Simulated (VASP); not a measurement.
# CuH5 (F-43m) in VASP: further runs, part 2 of 3

VASP 6.6.1. The steps go on from the part before.

## 3. Relaxation of cell and atoms, PBE

The input, INCAR:

```
SYSTEM = CuH5
PREC = Accurate
ENCUT = 600
EDIFF = 1E-6
ISMEAR = 0
SIGMA = 0.1
LREAL = .FALSE.
LASPH = .TRUE.
NELM = 100
ALGO = Normal
ISIF = 3
LWAVE = .FALSE.
LCHARG = .FALSE.
GGA = PE
IBRION = 2
NSW = 100
EDIFFG = -0.01
```

The input, KPOINTS:

```
Automatic mesh
0
G
  14 14 14
  0 0 0
```

The input, POSCAR:

```
CuH5
1.0
    0.0000000000      2.4315799055      2.4315799055
    2.4315799055      0.0000000000      2.4315799055
    2.4315799055      2.4315799055      0.0000000000
Cu H
1 5
Direct
    0.0000000000      0.0000000000      0.0000000000
    0.3987728894      0.3987728894      0.8036813319
    0.3987728894      0.8036813319      0.3987728894
    0.8036813319      0.3987728894      0.3987728894
    0.3987728894      0.3987728894      0.3987728894
    0.7500000000      0.7500000000      0.7500000000
```

Potentials or basis: VASP PAW PBE potentials, release 64 (Cu, H).

On the command line:

```sh
> cat potpaw_PBE.64/Cu/POTCAR potpaw_PBE.64/H/POTCAR > POTCAR
> mpirun -np 1 vasp_std > vasp.out
```

OUTCAR:

```text
SYSTEM = CuH5
   PREC = Accurate
   ENCUT = 600
   EDIFF = 1E-6
   ISMEAR = 0
   LREAL = .FALSE.
   LASPH = .TRUE.
   NELM = 100
   ISIF = 3
   GGA = PE
   IBRION = 2
   NSW = 100
   EDIFFG = -0.01

 ion  position               nearest neighbor table
   1  0.000  0.000  0.000-
   2  0.399  0.399  0.804-
   3  0.399  0.804  0.399-
   4  0.804  0.399  0.399-
   5  0.399  0.399  0.399-
   6  0.750  0.750  0.750-

  LATTYP: Found a face centered cubic cell.
 ALAT       =     4.8631598110

  Lattice vectors:

 A1 = (   0.0000000000,   2.4315799055,   2.4315799055)
 A2 = (   2.4315799055,   0.0000000000,   2.4315799055)
 A3 = (   2.4315799055,   2.4315799055,   0.0000000000)

Analysis of symmetry for initial positions (statically):
=====================================================================
 Subroutine PRICEL returns:
 Original cell was already a primitive cell.

 Routine SETGRP: Setting up the symmetry group for a
 face centered cubic supercell.

 Subroutine GETGRP returns: Found 24 space group operations
 (whereof 24 operations were pure point group operations)
 out of a pool of 48 trial point group operations.

The static configuration has the point symmetry T_d .

Analysis of symmetry for dynamics (positions and initial velocities):
=====================================================================
 Subroutine PRICEL returns:
 Original cell was already a primitive cell.

 Routine SETGRP: Setting up the symmetry group for a
 face centered cubic supercell.

 Subroutine GETGRP returns: Found 24 space group operations
 (whereof 24 operations were pure point group operations)
 out of a pool of 48 trial point group operations.

The dynamic configuration has the point symmetry T_d .

 Subroutine INISYM returns: Found 24 space group operations
 (whereof 24 operations are pure point group operations),
 and found     1 'primitive' translations
[... 134 lines left out ...]
 conjugate gradient relaxation of ions
 non-spin polarized calculation
 Gauss-broadening in eV      SIGMA  =   0.10
  energy-cutoff  :      600.00
  volume of cell :       28.75
 maximum number of plane-waves:       982
   NGX = 13   NGY = 13   NGZ = 13

--------------------------------------- Ionic step        1  -------------------------------------------

 number of electron      15.9999987 magnetization

 Free energy of the ion-electron system (eV)
  ---------------------------------------------------
  ext. energy  EPLUGINS =         0.00000000
  ---------------------------------------------------
  free energy    TOTEN  =       -14.38968888 eV

  energy without entropy =      -14.38338592  energy(sigma->0) =      -14.38653740

------------------------ aborting loop because EDIFF is reached ----------------------------------------

  FORCE on cell =-STRESS in cart. coord.  units (eV):
  Direction    XX          YY          ZZ          XY          YZ          ZX
  --------------------------------------------------------------------------------------
  -------------------------------------------------------------------------------------
  Total       -0.0658983     -0.0658983     -0.0658983     -0.0000000      0.0000000      0.0000000
  in kB       -3.6718834     -3.6718834     -3.6718834     -0.0000000      0.0000000      0.0000000
  external PRESSURE =      -3.6718834 kB  Pullay stress =       0.0000000 kB
[... 107 lines left out ...]
--------------------------------------- Ionic step        4  -------------------------------------------

 number of electron      15.9999988 magnetization

 Free energy of the ion-electron system (eV)
  ---------------------------------------------------
  ext. energy  EPLUGINS =         0.00000000
  ---------------------------------------------------
  free energy    TOTEN  =       -14.38985429 eV

  energy without entropy =      -14.38354775  energy(sigma->0) =      -14.38670102

 E-fermi :   4.4401     XC(G=0): -11.4390

 val. band max:        4.4225365057   @ k =   0.4286   0.1429   0.0714
 cond. band min:       4.4403750231   @ k =   0.3571   0.2857   0.0714
 fundamental gap:      0.0178385174
 Fermi energy:         4.4400920474

 k-point     1 :       0.0000    0.0000    0.0000
  band No.  band energies     occupation
      1      -9.2680      2.00000
      2       0.9774      2.00000
      3       0.9774      2.00000
      4       0.9774      2.00000
      5       1.3268      2.00000
      6       1.3268      2.00000
      7       5.0999      0.00000
      8       7.0746      0.00000
      9       7.0746      0.00000
     10       7.0746      0.00000
     11      11.6551      0.00000
     12      14.6170      0.00000
[... 331 lines left out ...]
 k-point    24 :       0.2857    0.1429    0.0000
  band No.  band energies     occupation
      1      -8.0052      2.00000
      2      -0.0719      2.00000
      3       0.4686      2.00000
      4       0.9774      2.00000
      5       1.2186      2.00000
      6       1.4341      2.00000
      7       3.0937      2.00000
      8       5.1409      0.00000
      9       6.0128      0.00000
     10       7.2864      0.00000
     11      11.0582      0.00000
     12      14.4845      0.00000

 [... further k-points ...]
[... 5 lines left out ...]
  --------------------------------------------------------------------------------------
  -------------------------------------------------------------------------------------
  Total        0.0157415      0.0157415      0.0157415      0.0000000      0.0000000      0.0000000
  in kB        0.8802290      0.8802290      0.8802290      0.0000000      0.0000000      0.0000000
  external PRESSURE =       0.8802290 kB  Pullay stress =       0.0000000 kB
[... 21 lines left out ...]
  FREE ENERGIE OF THE ION-ELECTRON SYSTEM (eV)
  ---------------------------------------------------
  free  energy   TOTEN  =       -14.3898542855 eV

  energy  without entropy=      -14.3835477492  energy(sigma->0) =      -14.38670102

 reached required accuracy - stopping structural energy minimisation
```

Wall time 90 s (1 thread of Intel Xeon Platinum 8259CL at 2.50GHz (Skylake/Cascade Lake), shared host); peak memory 0.19 GiB.

Results:

```yaml
Free_energy: -14.3899 eV
Relaxed_volume: 4.78 Å³/atom
Relaxed_cell: a = 3.435 Å, b = 3.435 Å, c = 3.435 Å, α = 60.00°, β = 60.00°, γ = 60.00°
Space_group_after_relaxing_to_0.05_Å: F-43m (No. 216)
Energy_gained_by_relaxing: 0.0 meV/atom
Ionic_steps: 4
Pressure_after_relaxing: 0.1 GPa
Largest_force_after_relaxing: 0.009 eV/Å
Band_gap_on_the_k_mesh: zero (band 8 reaches 7.07 eV, above the bottom of band 9 at 2.76 eV)
```

Forces on the atoms (eV/Å):
```
Cu   0.000  0.000  0.000
H   -0.005 -0.005  0.005
H   -0.005  0.005 -0.005
H    0.005 -0.005 -0.005
H    0.005  0.005  0.005
H    0.000  0.000  0.000
```

The path:
| step | energy change (eV) | largest force (eV/Å) | pressure (GPa) | volume (Å³) |
| --- | --- | --- | --- | --- |
| 1 | 0.0000 | 0.0191 | -0.37 | 28.75 |
| 2 | -0.0001 | 0.0147 | -0.12 | 28.71 |
| 3 | -0.0002 | 0.0100 | 0.08 | 28.66 |
| 4 | -0.0002 | 0.0090 | 0.09 | 28.65 |

Final structure:
```
Cu H
1.0
     0.00000    2.42872    2.42872
     2.42872    0.00000    2.42872
     2.42872    2.42872    0.00000
Cu H
1 5
Direct
  0.00000 0.00000 0.00000
  0.39902 0.39902 0.80295
  0.39902 0.80295 0.39902
  0.80295 0.39902 0.39902
  0.39902 0.39902 0.39902
  0.75000 0.75000 0.75000
```

Levels at points of the mesh, in eV from the Fermi level:
| k point | band 5 | band 6 | band 7 | band 8 | band 9 | band 10 | band 11 | band 12 |
| --- | --- | --- | --- | --- | --- | --- | --- | --- |
| (0.00, 0.00, 0.00) | -3.11 | -3.11 | 0.66 | 2.63 | 2.63 | 2.63 | 7.22 | 10.18 |
| (0.50, 0.00, 0.00) | -2.88 | -2.88 | -2.36 | 0.21 | 2.98 | 2.98 | 7.48 | 7.48 |
| (0.50, 0.50, 0.00) | -2.80 | -2.80 | -2.06 | -0.80 | -0.80 | 1.41 | 1.96 | 14.01 |

## 4. Single point, PBE

This run uses another cell than the first one, of 8.64 Å³/atom, 1.805 times its volume.

The input, INCAR:

```
ALGO     = Normal         # electronic algorithm
EDIFF    = 1E-6           # SCF threshold, eV
ENCUT    = 520            # plane-wave cutoff, eV
GGA      = PE             # functional
ISIF     = 2              # what is computed and relaxed
ISMEAR   = 0              # smearing method
LASPH    = True           # aspherical terms in the spheres
LCHARG   = False          # write CHGCAR
LREAL    = False          # projectors in reciprocal space
LWAVE    = False          # write WAVECAR
NBANDS   = 17             # bands
NELM     = 100            # most SCF steps
PREC     = Accurate       # precision mode
SIGMA    = 0.1            # smearing width, eV
```

The input, KPOINTS:

```
k-points
0
Gamma
  6 6 6
```

The input, POSCAR:

```
CuH5
1.0
    0.0000000000      2.9589033700      2.9589033700
    2.9589033700      0.0000000000      2.9589033700
    2.9589033700      2.9589033700      0.0000000000
Cu H
1 5
Direct
    0.0000000000      0.0000000000      0.0000000000
    0.1250000000      0.6250000000      0.6250000000
    0.6250000000      0.6250000000      0.6250000000
    0.6250000000      0.1250000000      0.6250000000
    0.6250000000      0.6250000000      0.1250000000
    0.2500000000      0.2500000000      0.2500000000
```

On the command line:

```sh
> cat potpaw_PBE.64/Cu/POTCAR potpaw_PBE.64/H/POTCAR > POTCAR
> mpirun -np 1 vasp_std > vasp.out
```

Run time: 21 s. Hardware: 1 thread of Intel Xeon Platinum 8259CL at 2.50GHz (Skylake/Cascade Lake), shared host; peak memory 0.17 GiB.

The run converged. Its results:

| Item | Value |
| --- | --- |
| Free energy | -11.7664 eV |
| Pressure | -20.5 GPa |
| Band gap on the k mesh | zero (band 8 reaches 1.44 eV, above the bottom of band 9 at -1.15 eV) |

Levels at points of the mesh, in eV from the Fermi level:
```csv
k point,band 6,band 7,band 8,band 9,band 10,band 11
"(0.00, 0.00, 0.00)",-1.93,0.41,1.45,1.45,1.45,6.28
"(0.50, 0.00, 0.00)",-1.86,-1.66,0.57,1.33,1.33,4.09
"(0.50, 0.50, 0.00)",-1.85,-1.39,-0.31,-0.31,0.01,1.58
```

(Part 2 of 3 ends here.)
